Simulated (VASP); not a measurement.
Write the native input for VASP 6.6.1 that does the following.

```yaml
Task: relaxation of cell and atoms
Functional: LDA
Potentials_or_basis: VASP PAW LDA potentials, release 64 (Cu)
Cutoff: 600 eV
k_mesh: 20 × 20 × 20
Occupations: fermi-dirac, width 0.15 eV
Spin: no spin polarisation
Dipole_correction: no
Further_INCAR_settings: ALGO = Fast; EDIFF = 1e-06; IBRION = 2; EDIFFG = -0.001; NSW = 80; ISIF = 3
```

The structure of Cu lies in POSCAR:

```
Cu
1.0
    0.0000000000      1.7593189909      1.7593189909
    1.7593189909      0.0000000000      1.7593189909
    1.7593189909      1.7593189909      0.0000000000
Cu
1
Direct
    0.0000000000      0.0000000000      0.0000000000
```

The input as run:

INCAR

```
SYSTEM = Cu
ALGO = Fast
EDIFF = 1E-6
EDIFFG = -0.001
ENCUT = 600
IBRION = 2
ISIF = 3
ISMEAR = -1
LASPH = .True.
LCHARG = .False.
LREAL = .False.
LWAVE = .False.
NELM = 80
NSW = 80
PREC = Accurate
SIGMA = 0.15
```

KPOINTS

```
k-points
0
Gamma
  20 20 20
  0 0 0
```

Potentials or basis: VASP PAW LDA potentials, release 64 (Cu).

The run is started by

```bash
$ cat potpaw_LDA.64/Cu/POTCAR > POTCAR
$ mpirun -np 1 vasp_std > vasp.out
```

Results of the run:

```
Relaxed volume                         : 10.94 Å³/atom
Relaxed cell                           : a = 2.492 Å, b = 2.492 Å, c = 2.492 Å, α = 60.00°, β = 60.00°, γ = 60.00°
Space group after relaxing (to 0.05 Å) : Fm-3m (No. 225)
Energy gained by relaxing              : 0.2 meV/atom
Ionic steps                            : 16
Pressure after relaxing                : 0.0 GPa
```

It took 63 s on 1 thread of Intel(R) Xeon(R) 6975P-C (Granite Rapids), with other jobs on the host, peak memory 0.15 GiB.
